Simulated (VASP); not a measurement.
# VSn3O8 (Cmmm) in VASP: single point with PBEsol+U

Aim: the single point of VSn3O8 with PBEsol+U.

All numbers are computed with VASP 6.6.1; they aren't measurements. Logs are shortened: lines on timing, memory, paths and dates and some standing lists are left out, and cuts for length are marked.

## Step 1: The cell of the first run

It takes space group Cmmm (No. 65, orthorhombic). The conventional cell has a = 6.700 Å, b = 6.700 Å, c = 6.373 Å, α = 90.00°, β = 90.00°, γ = 90.00°. Within 2.6 Å of V (site symmetry mmm) lie 6 O at 1.96 to 1.97 Å. Within 2.7 Å of Sn (site symmetry mmm) lie 6 O at 2.06 to 2.10 Å. Within 2.7 Å of Sn (site symmetry mm2) lie 6 O at 2.07 to 2.09 Å. Within 2.6 Å of O (site symmetry m2m) lie 1 V at 1.96 Å and 2 Sn at 2.09 Å. O (site symmetry m2m) has 3 Sn at 2.06 to 2.07 Å and 1 O at 2.58 Å within 2.7 Å. O (site symmetry m) has 1 V at 1.97 Å and 2 Sn at 2.09 to 2.10 Å and 1 O at 2.52 Å within 2.6 Å.

## Step 2: Single point, PBEsol+U, collinear spin, ferromagnetic start

Contents of INCAR:

```
PREC = Accurate
ENCUT = 520
EDIFF = 1E-6
ISMEAR = 0
SIGMA = 0.05
LREAL = False
LASPH = True
NELM = 150
ALGO = Normal
ISIF = 2
LWAVE = False
LCHARG = True
ISPIN = 2
MAGMOM = 0.9 0 0 0 -0.02 0 0 0 -0.02 0 0 0
LORBIT = 11
LMAXMIX = 4
LDAU = True
LDAUTYPE = 2
LDAUL = 2 -1 -1
LDAUU = 3 0 0
LDAUJ = 0 0 0
LDAUPRINT = 1
GGA = PS
LELF = True
LVHAR = True
NBANDS = 68
```

Contents of KPOINTS:

```
Automatic mesh
0
Gamma
  4 4 3
```

Contents of POSCAR:

```
VSn3O8
1.0
    4.7373500000      0.0000000000      0.0000000000
    0.0000000000      4.7373500000      0.0000000000
    0.0000000000      0.0000000000      6.3728000000
V Sn O
1 3 8
Direct
    1.0000000000      0.0000000000      1.0000000000
    1.0000000000      0.0000000000      0.5000000000
    0.5000000000      0.5000000000      0.2450939399
    0.5000000000      0.5000000000      0.7549060601
    0.2922349315      0.2922349315      1.0000000000
    0.3075473415      0.3075473415      0.5000000000
    0.1883256379      0.8116743621      0.2370416750
    0.1883256379      0.8116743621      0.7629583250
    0.7077650685      0.7077650685      1.0000000000
    0.6924526585      0.6924526585      0.5000000000
    0.8116743621      0.1883256379      0.2370416750
    0.8116743621      0.1883256379      0.7629583250
```

Potentials or basis: VASP PAW PBE potentials, release 64 (V_sv, Sn_d, O).

Run with:

```
$ cat potpaw_PBE.64/V_sv/POTCAR potpaw_PBE.64/Sn_d/POTCAR potpaw_PBE.64/O/POTCAR > POTCAR
$ mpirun -np 1 vasp_std > vasp.out
```

OUTCAR:

```text
PREC = Accurate
   ENCUT = 520
   EDIFF = 1E-6
   ISMEAR = 0
   LREAL = False
   LASPH = True
   NELM = 150
   ISIF = 2
   ISPIN = 2
   LORBIT = 11
   GGA = PS

 ion  position               nearest neighbor table
   1  0.000  0.000  0.000-   5 1.96   9 1.96   8 1.97   7 1.97  11 1.97  12 1.97   2 3.19   2 3.19

   2  0.000  0.000  0.500-   6 2.06  10 2.06   8 2.10   7 2.10  11 2.10  12 2.10   1 3.19   1 3.19
                             4 3.72   3 3.72   3 3.72   4 3.72   3 3.72   4 3.72   3 3.72   4 3.72
   3  0.500  0.500  0.245-   6 2.07  10 2.07   7 2.09  11 2.09   5 2.09   9 2.09   4 3.12   4 3.25
                             2 3.72   2 3.72   2 3.72   2 3.72
   4  0.500  0.500  0.755-   6 2.07  10 2.07   8 2.09  12 2.09   5 2.09   9 2.09   3 3.12   3 3.25
                             2 3.72   2 3.72   2 3.72   2 3.72
   5  0.292  0.292  0.000-   1 1.96   3 2.09   4 2.09
   6  0.308  0.308  0.500-   2 2.06   3 2.07   4 2.07
   7  0.188  0.812  0.237-   1 1.97   3 2.09   2 2.10
   8  0.188  0.812  0.763-   1 1.97   4 2.09   2 2.10
   9  0.708  0.708  0.000-   1 1.96   3 2.09   4 2.09
  10  0.692  0.692  0.500-   2 2.06   3 2.07   4 2.07
  11  0.812  0.188  0.237-   1 1.97   3 2.09   2 2.10
  12  0.812  0.188  0.763-   1 1.97   4 2.09   2 2.10

  LATTYP: Found a simple tetragonal cell.
 ALAT       =     4.7373500000
 C/A-ratio  =     1.3452246509

  Lattice vectors:

 A1 = (   4.7373500000,   0.0000000000,   0.0000000000)
 A2 = (   0.0000000000,   4.7373500000,   0.0000000000)
 A3 = (   0.0000000000,   0.0000000000,   6.3728000000)

Analysis of symmetry for initial positions (statically):
=====================================================================
 Subroutine PRICEL returns:
 Original cell was already a primitive cell.

 Routine SETGRP: Setting up the symmetry group for a
 simple tetragonal supercell.

 Subroutine GETGRP returns: Found  8 space group operations
 (whereof  8 operations were pure point group operations)
 out of a pool of 16 trial point group operations.

The static configuration has the point symmetry D_2h.

Analysis of symmetry for dynamics (positions and initial velocities):
=====================================================================
 Subroutine PRICEL returns:
 Original cell was already a primitive cell.

 Routine SETGRP: Setting up the symmetry group for a
 simple tetragonal supercell.

 Subroutine GETGRP returns: Found  8 space group operations
 (whereof  8 operations were pure point group operations)
 out of a pool of 16 trial point group operations.

The dynamic configuration has the point symmetry D_2h.

Analysis of structural, dynamic, and magnetic symmetry:
=====================================================================
 Subroutine PRICEL returns:
 Original cell was already a primitive cell.

 Routine SETGRP: Setting up the symmetry group for a
 simple tetragonal supercell.

 Subroutine GETGRP returns: Found  8 space group operations
 (whereof  8 operations were pure point group operations)
 out of a pool of 16 trial point group operations.

The overall configuration has the point symmetry D_2h.

 Subroutine INISYM returns: Found  8 space group operations
 (whereof  8 operations are pure point group operations),
 and found     1 'primitive' translations

----------------------------------------------------------------------------------------

                                     Primitive cell

  volume of cell :     143.0215

  direct lattice vectors                    reciprocal lattice vectors
     4.737350000  0.000000000  0.000000000     0.211088478  0.000000000  0.000000000
[... 140 lines left out ...]

spin component  1

  0.5198  0.0000  0.2755  0.0000  0.0000
  0.0000  0.2332  0.0000 -0.0704  0.0000
  0.2755  0.0000  0.7233  0.0000  0.0000
  0.0000 -0.0704  0.0000  0.2332  0.0000
  0.0000  0.0000  0.0000  0.0000  0.1683

spin component  2

  0.2087  0.0000 -0.1127  0.0000  0.0000
  0.0000  0.1992  0.0000 -0.0761  0.0000
 -0.1127  0.0000  0.1289  0.0000  0.0000
  0.0000 -0.0761  0.0000  0.1992  0.0000
  0.0000  0.0000  0.0000  0.0000  0.1270

 occupancies and eigenvectors

  o =  0.0492  v =  0.0000  0.0000  0.0000  0.0000  0.0000 -0.5772  0.0000 -0.8166  0.0000  0.0000      0.0000  0.0000  0.0000  0.0000  0.0000  0.0000  0.0000  0.0000  0.0000  0.0000
  o =  0.1232  v =  0.0000  0.0000  0.0000  0.0000  0.0000 -0.0000 -0.7071 -0.0000 -0.7071 -0.0000      0.0000  0.0000  0.0000  0.0000  0.0000  0.0000  0.0000  0.0000  0.0000  0.0000
  o =  0.1270  v =  0.0000  0.0000  0.0000  0.0000  0.0000 -0.0000  0.0000 -0.0000  0.0000 -1.0000      0.0000  0.0000  0.0000  0.0000  0.0000  0.0000  0.0000  0.0000  0.0000  0.0000
  o =  0.1628  v =  0.0000 -0.7071  0.0000 -0.7071 -0.0000  0.0000  0.0000  0.0000  0.0000  0.0000      0.0000  0.0000  0.0000  0.0000  0.0000  0.0000  0.0000  0.0000  0.0000  0.0000
  o =  0.1683  v =  0.0000 -0.0000 -0.0000  0.0000  1.0000  0.0000  0.0000  0.0000  0.0000  0.0000      0.0000  0.0000  0.0000  0.0000  0.0000  0.0000  0.0000  0.0000  0.0000  0.0000
  o =  0.2753  v =  0.0000  0.0000  0.0000  0.0000  0.0000 -0.0000 -0.7071  0.0000  0.7071 -0.0000      0.0000  0.0000  0.0000  0.0000  0.0000  0.0000  0.0000  0.0000  0.0000  0.0000
  o =  0.2883  v =  0.0000  0.0000  0.0000  0.0000  0.0000 -0.8166  0.0000  0.5772 -0.0000  0.0000      0.0000  0.0000  0.0000  0.0000  0.0000  0.0000  0.0000  0.0000  0.0000  0.0000
  o =  0.3037  v =  0.0000 -0.7071  0.0000  0.7071 -0.0000  0.0000  0.0000  0.0000  0.0000  0.0000      0.0000  0.0000  0.0000  0.0000  0.0000  0.0000  0.0000  0.0000  0.0000  0.0000
  o =  0.3278  v = -0.8205 -0.0000  0.5716  0.0000  0.0000  0.0000  0.0000  0.0000  0.0000  0.0000      0.0000  0.0000  0.0000  0.0000  0.0000  0.0000  0.0000  0.0000  0.0000  0.0000
  o =  0.9152  v = -0.5716  0.0000 -0.8205  0.0000 -0.0000  0.0000  0.0000  0.0000  0.0000  0.0000      0.0000  0.0000  0.0000  0.0000  0.0000  0.0000  0.0000  0.0000  0.0000  0.0000

 number of electron     102.9999992 magnetization       1.0001519

 Free energy of the ion-electron system (eV)
  ---------------------------------------------------
  ext. energy  EPLUGINS =         0.00000000
  ---------------------------------------------------
  free energy    TOTEN  =       -84.01948966 eV

  energy without entropy =      -84.01948966  energy(sigma->0) =      -84.01948966

 E-fermi :   5.5871     XC(G=0): -11.4197

 val. band max:        5.3673308293   @ k =   0.0000   0.0000   0.0000
 cond. band min:       7.1724982032   @ k =   0.0000   0.0000   0.0000
 fundamental gap:      1.8051673739
 Fermi energy:         5.5871257669

 spin component 1

 k-point     1 :       0.0000    0.0000    0.0000
  band No.  band energies     occupation
      1     -59.7292      1.00000
      2     -33.8524      1.00000
      3     -33.5525      1.00000
      4     -33.4331      1.00000
      5     -15.5871      1.00000
      6     -15.5261      1.00000
[... 913 lines left out ...]
     62      14.2506      0.00000
     63      14.4155      0.00000
 Fermi energy:         5.5871257669

 spin component 2

 k-point     1 :       0.0000    0.0000    0.0000
  band No.  band energies     occupation
      1     -58.6836      1.00000
      2     -33.3476      1.00000
      3     -32.3263      1.00000
      4     -32.0602      1.00000
      5     -15.5836      1.00000
      6     -15.5268      1.00000
[... 913 lines left out ...]
     62      14.2535      0.00000
     63      14.4228      0.00000
 [bands above 63 left out]

------------------------ aborting loop because EDIFF is reached ----------------------------------------

  FORCE on cell =-STRESS in cart. coord.  units (eV):
  Direction    XX          YY          ZZ          XY          YZ          ZX
  --------------------------------------------------------------------------------------
  -------------------------------------------------------------------------------------
  Total       -4.1446768     -4.1446768     -4.1046831     -0.0395191      0.0000000      0.0000000
  in kB      -46.4301432    -46.4301432    -45.9821197     -0.4427073      0.0000000      0.0000000
  external PRESSURE =     -46.2808021 kB  Pullay stress =       0.0000000 kB

 VOLUME and BASIS-vectors are now :
 -----------------------------------------------------------------------------
  energy-cutoff  :      520.00
  volume of cell :      143.02
      direct lattice vectors                 reciprocal lattice vectors
     4.737350000  0.000000000  0.000000000     0.211088478  0.000000000  0.000000000
     0.000000000  4.737350000  0.000000000     0.000000000  0.211088478  0.000000000
     0.000000000  0.000000000  6.372800000     0.000000000  0.000000000  0.156916897

 POSITION                                       TOTAL-FORCE (eV/Angst)
 -----------------------------------------------------------------------------------
      0.00000      0.00000      0.00000        -0.000000      0.000000      0.000000
      0.00000      0.00000      3.18640        -0.000000      0.000000      0.000000
      2.36868      2.36868      1.56193        -0.000000      0.000000      0.019625
      2.36868      2.36868      4.81087        -0.000000      0.000000     -0.019625
      1.38442      1.38442      0.00000         0.098556      0.098556      0.000000
      1.45696      1.45696      3.18640        -0.024931     -0.024931      0.000000
      0.89216      3.84519      1.51062         0.056762     -0.056762      0.051372
      0.89216      3.84519      4.86218         0.056762     -0.056762     -0.051372
      3.35293      3.35293      0.00000        -0.098556     -0.098556      0.000000
      3.28039      3.28039      3.18640         0.024931      0.024931      0.000000
      3.84519      0.89216      1.51062        -0.056762      0.056762      0.051372
      3.84519      0.89216      4.86218        -0.056762      0.056762     -0.051372
 -----------------------------------------------------------------------------------
    total drift:                                0.000000      0.000000      0.000000

  FREE ENERGIE OF THE ION-ELECTRON SYSTEM (eV)
  ---------------------------------------------------
  free  energy   TOTEN  =       -84.0194896552 eV

  energy  without entropy=      -84.0194896552  energy(sigma->0) =      -84.01948966

 total charge

# of ion       s       p       d       tot
------------------------------------------
    1        2.274   6.313   2.711  11.298
    2        0.899   1.047  10.344  12.290
    3        0.893   1.059  10.344  12.296
    4        0.893   1.059  10.344  12.296
    5        1.559   3.458   0.000   5.017
    6        1.557   3.477   0.000   5.034
    7        1.558   3.456   0.000   5.014
    8        1.558   3.456   0.000   5.014
    9        1.559   3.458   0.000   5.017
   10        1.557   3.477   0.000   5.034
   11        1.558   3.456   0.000   5.014
   12        1.558   3.456   0.000   5.014
--------------------------------------------------
tot         17.424  37.171  33.743  88.338

 magnetization (x)

# of ion       s       p       d       tot
------------------------------------------
    1        0.010   0.010   1.012   1.032
    2        0.017   0.008   0.001   0.026
    3        0.005   0.003   0.000   0.008
    4        0.005   0.003   0.000   0.008
    5       -0.001  -0.021   0.000  -0.022
    6        0.001   0.005   0.000   0.006
    7       -0.001  -0.019   0.000  -0.020
    8       -0.001  -0.019   0.000  -0.020
    9       -0.001  -0.021   0.000  -0.022
   10        0.001   0.005   0.000   0.006
   11       -0.001  -0.019   0.000  -0.020
   12       -0.001  -0.019   0.000  -0.020
--------------------------------------------------
tot          0.033  -0.085   1.013   0.962
```

Wall time 7.3 min (1 thread of Intel Xeon 8259CL, shared host); peak memory 0.4 GiB.

Results:

| Item | Value |
| --- | --- |
| Free energy | -84.0195 eV |
| Pressure | -4.6 GPa |
| Largest force | 0.139 eV/Å |
| Band gap on the k mesh | 1.81 eV |
| Net moment | 1.00 μB per cell |
| Site moments | V +1.03; Sn +0.03, +0.01 (each value once); O -0.02, +0.01 (each value once) μB |
| Valence electrons inside the program's atomic spheres | V 11.30; Sn 12.29, 12.30 (each value once); O 5.02, 5.03, 5.01 (each value once) |

Forces in eV/Å, atoms in the order of the input:
```
V    0.000  0.000  0.000
Sn   0.000  0.000  0.000
Sn   0.000  0.000  0.020
Sn   0.000  0.000 -0.020
O    0.099  0.099  0.000
O   -0.025 -0.025  0.000
O    0.057 -0.057  0.051
O    0.057 -0.057 -0.051
O   -0.099 -0.099  0.000
O    0.025  0.025  0.000
O   -0.057  0.057  0.051
O   -0.057  0.057 -0.051
```

Eigenvalues of the final occupation matrices:
```
    site  spin  trace               eigenvalues
site 1 d     1   1.88  0.16 0.17 0.30 0.33 0.92
site 1 d     2   0.86  0.05 0.12 0.13 0.28 0.29
```

Caveat: the cell stands under tension; the PAW data sets were made with another functional, which shifts forces and pressure a little; spin-orbit coupling is left out, which moves the levels of the heavy elements.
